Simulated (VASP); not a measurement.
A run of VASP 6.6.1 is set up as follows.

File INCAR:

```
PREC = Accurate ; ENCUT = 520
EDIFF = 1E-6 ; ISMEAR = 0
SIGMA = 0.15 ; LREAL = False
LASPH = True ; NELM = 80
ALGO = Normal ; ISIF = 2
LWAVE = False ; LCHARG = True
GGA = PS ; LELF = True
LVHAR = True ; NBANDS = 7
```

File KPOINTS:

```
Automatic mesh
0
Gamma
  26 26 26
```

The input POSCAR:

```
Be
1.0
   -1.2155273228      1.2155273228      1.2155273228
    1.2155273228     -1.2155273228      1.2155273228
    1.2155273228      1.2155273228     -1.2155273228
Be
1
Direct
    0.0000000000      0.0000000000      0.0000000000
```

Potentials or basis: VASP PAW PBE potentials, release 64 (Be).

Command:

```sh
$ cat potpaw_PBE.64/Be/POTCAR > POTCAR
$ mpirun -np 1 vasp_std > vasp.out
```

What does it give for the band gap on the k mesh?

Zero (bands 1 and 2 overlap by 5.70 eV).

Predict the pressure.

11.1 GPa.

Caveat: the cell differs from its parent crystal (strain -0.030 along x and y, -0.030 along z); the cell stands under pressure; the PAW data sets were made with another functional, which shifts forces and pressure a little.
